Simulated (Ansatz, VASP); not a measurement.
# RbCl: VASP beside Ansatz

INCAR

```
SYSTEM = RbCl
  PREC = Accurate
  ENCUT = 500
  EDIFF = 1E-6
  ISMEAR = 0
  SIGMA = 0.05
  LREAL = .False.
  LASPH = .True.
  NELM = 120
  ALGO = Normal
  ISIF = 2
  LWAVE = .False.
  LCHARG = .True.
  GGA = PE
  LELF = .True.
  LVHAR = .True.
  NBANDS = 15
  GGA_COMPAT = .False.
```

File KPOINTS:

```
regular mesh
0
Gamma
  6 6 6
  0 0 0
```

File POSCAR:

```
RbCl
1.0
    0.0000000000      3.5359200000      3.5359200000
    3.5359200000      0.0000000000      3.5359200000
    3.5359200000      3.5359200000      0.0000000000
Rb Cl
1 1
Direct
    0.0000000000      0.0000000000      0.0000000000
    0.5000000000      0.5000000000      0.5000000000
```

Input for Ansatz:

```yaml
crystal:
  lattice:
    - [0.0, 3.53592, 3.53592]
    - [3.53592, 0.0, 3.53592]
    - [3.53592, 3.53592, 0.0]
  atoms:
    - { symbol: Rb, position: [0.0, 0.0, 0.0] }
    - { symbol: Cl, position: [0.5, 0.5, 0.5] }
basis:
  ecutwfc: 420
kpoints:
  mp_grid: { grid: [6, 6, 6] }
hamiltonian:
  xc: pbe
scf:
  occupations: { method: gaussian, width: 0.05 }
output:
  forces: true
  stress: true
  eigenvalues: true
```

Change from the starting cell: strain +0.080 along x and y, +0.080 along z, atoms carried along.

Alike in both runs: task single point; functional PBE; k mesh 6 × 6 × 6; occupations gaussian, width 0.05 eV; no spin polarisation.

|  | VASP | Ansatz |
| --- | --- | --- |
| version | VASP 6.6.1 | Ansatz 0.2.0 |
| potentials or method | VASP PAW PBE potentials, release 64 (Rb_sv, Cl), cutoff 500 eV | scalar-relativistic, plane waves, PAW |
| valence electrons in the cell | 16 | 16 |

Ansatz gave:

* gap on the k mesh at the Fermi level (eV): 4.38
* least direct gap on the mesh (eV): 4.38
* pressure (GPa): -1.5

Task: What did VASP give for the same quantities?

Result: gap on the k mesh at the Fermi level (eV): 4.38; least direct gap on the mesh (eV): 4.38; pressure (GPa): -1.6.

The functional is the same, so the differences come from potentials, cutoffs and numerics.
